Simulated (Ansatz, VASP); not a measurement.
**Two plane-wave programs on Si2N**

```
Si N
1.0
     4.32550    0.00000    0.00000
     0.00000    4.32550    0.00000
     0.00000    0.00000    4.61969
Si N
4 2
Direct
  0.72523 0.72523 0.19546
  0.27477 0.27477 0.19546
  0.27477 0.72523 0.19546
  0.72523 0.27477 0.19546
  0.50000 0.00000 0.05659
  0.00000 0.50000 0.05659
```

Alike in both runs: task relaxation of cell and atoms; functional PBE; k mesh 4 × 4 × 4; occupations gaussian, width 0.1 eV; no spin polarisation.

|  | VASP | Ansatz |
| --- | --- | --- |
| version | VASP 6.6.1 | Ansatz 0.2.0 |
| potentials or method | VASP PAW PBE potentials, release 64 (Si, N), cutoff 600 eV | scalar-relativistic, plane waves, PAW |
| valence electrons in the cell | 26 | 26 |

```tsv
	VASP	Ansatz	Ansatz less VASP
gap on the k mesh at the Fermi level, each at its own relaxed structure (eV)	none	none	-
relaxed volume (Å³/atom)	12.52	12.57	+0.051
relaxed cell length with the largest relative difference (Å)	5.316	5.325	+0.0089
```

A gap of «none» marks a metal or a gap that the smearing closes.

The k mesh is coarse, so the values compare programs but aren't converged.
